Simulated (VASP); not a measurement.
A run of VASP 6.6.1 is set up as follows.

The input INCAR:

```
PREC = Accurate ; ENCUT = 520
EDIFF = 1E-6 ; ISMEAR = 0
SIGMA = 0.05 ; LREAL = False
LASPH = True ; NELM = 80
ALGO = Normal ; ISIF = 2
LWAVE = False ; LCHARG = False
GGA = PE ; NBANDS = 15
```

Contents of KPOINTS:

```
Automatic mesh
0
Gamma
  6 6 6
```

Contents of POSCAR:

```
KBr
1.0
    4.0587501245      0.2536718828      0.2536718828
    0.2536718828      4.0587501245      0.2536718828
    0.2536718828      0.2536718828      4.0587501245
K Br
1 1
Direct
    0.0000000000      0.0000000000      0.0000000000
    0.5000000000      0.5000000000      0.5000000000
```

Potentials or basis: VASP PAW PBE potentials, release 64 (K_sv, Br).

Launch:

```bash
$ cat potpaw_PBE.64/K_sv/POTCAR potpaw_PBE.64/Br/POTCAR > POTCAR
$ mpirun -np 1 vasp_std > vasp.out
```

**Question.** What does it give for the band gap on the k mesh?

**Answer.** 3.98 eV, indirect (least direct gap 4.01 eV).

**Question.** What does it give for the pressure?

**Answer.** 0.5 GPa.

 A k mesh can miss the band edges.
